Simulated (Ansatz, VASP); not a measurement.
Two plane-wave programs on V

```xyz
2
Lattice="0.0000 2.1512 4.3953 1.4159 0.0000 4.3953 1.4159 2.1512 0.0000" Properties=species:S:1:pos:R:3 pbc="T T T"
V     1.4159    2.1512    7.5988
V     1.4159    2.1512    1.1918
```

Alike in both runs: functional PBEsol; k mesh 24 × 24 × 24; occupations gaussian, width 0.1 eV; no spin polarisation.

Ansatz relaxed the structure, and its values are those at the end. VASP's run is a single point on that final structure, the one shown.

```csv
,VASP,Ansatz
version,VASP 6.6.1,Ansatz 0.2.0
potentials or method,"VASP PAW PBE potentials, release 64 (V_sv), cutoff 520 eV","scalar-relativistic, plane waves, PAW"
valence electrons in the cell,26,26
```

Ansatz gave:

```
gap on the k mesh at the Fermi level (eV) : none
pressure (GPa)                            : 0.0
```

Question: What did VASP give for the same quantities?

Answer: gap on the k mesh at the Fermi level (eV): none; pressure (GPa): 0.4.

VASP's potentials were made for PBE, not for PBEsol. A gap of «none» marks a metal or a gap that the smearing closes.
